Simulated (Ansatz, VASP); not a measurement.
# ZrSi7 in VASP and in Ansatz

The input INCAR:

```
ALGO = Normal ; EDIFF = 1E-6
EDIFFG = -0.08 ; ENCUT = 600
GGA = PE ; IBRION = 2
ISIF = 3 ; ISMEAR = 0
LASPH = True ; LCHARG = False
LREAL = False ; LWAVE = False
NELM = 100 ; NSW = 36
PREC = Accurate ; SIGMA = 0.2
```

The input KPOINTS:

```
k-points
0
Gamma
  4 4 2
```

File POSCAR:

```
ZrSi7
1.0
    3.8500000000      0.0000000000      0.0000000000
    0.0000000000      3.8500000000      0.0000000000
    0.0000000000      0.0000000000      7.9300000000
Zr Si
1 7
Direct
    0.0000000000      0.0000000000      0.0000000000
    0.5000000000      0.5000000000      0.0000000000
    0.0000000000      0.5000000000      0.2500000000
    0.5000000000      0.0000000000      0.2500000000
    0.0000000000      0.5000000000      0.7500000000
    0.5000000000      0.0000000000      0.7500000000
    0.0000000000      0.0000000000      0.5000000000
    0.5000000000      0.5000000000      0.5000000000
```

Input for Ansatz:

```yaml
crystal:
  lattice:
    - [3.85, 0.0, 0.0]
    - [0.0, 3.85, 0.0]
    - [0.0, 0.0, 7.93]
  atoms:
    - { symbol: Zr, position: [0.0, 0.0, 0.0] }
    - { symbol: Si, position: [0.5, 0.5, 0.0] }
    - { symbol: Si, position: [0.0, 0.5, 0.25] }
    - { symbol: Si, position: [0.5, 0.0, 0.25] }
    - { symbol: Si, position: [0.0, 0.5, 0.75] }
    - { symbol: Si, position: [0.5, 0.0, 0.75] }
    - { symbol: Si, position: [0.0, 0.0, 0.5] }
    - { symbol: Si, position: [0.5, 0.5, 0.5] }
basis:
  ecutwfc: 420
kpoints:
  mp_grid: { grid: [4, 4, 2] }
hamiltonian:
  xc: pbe
scf:
  occupations: { method: gaussian, width: 0.2 }
  lower_state_search: "off"
output:
  forces: true
  stress: true
  eigenvalues: true
relax:
  adjacent_minimum: "off"
  f_tol: 0.08
  max_steps: 16
  cell: { stress_tol: 0.8 }
```

Alike in both runs: task relaxation of cell and atoms; functional PBE; k mesh 4 × 4 × 2; occupations gaussian, width 0.2 eV; no spin polarisation.

```csv
,VASP,Ansatz
version,VASP 6.6.1,Ansatz 0.2.0
potentials or method,"VASP PAW PBE potentials, release 64 (Zr_sv, Si), cutoff 600 eV","scalar-relativistic, plane waves, PAW"
valence electrons in the cell,40,40
```

```tsv
	VASP	Ansatz	Ansatz less VASP
gap on the k mesh at the Fermi level, each at its own relaxed structure (eV)	none	none	-
relaxed volume (Å³/atom)	15.31	15.25	-0.061
relaxed cell length with the largest relative difference (Å)	8.584	8.567	-0.0170
```

A gap of «none» marks a metal or a gap that the smearing closes.

The k mesh is coarse, so the values compare programs but aren't converged.
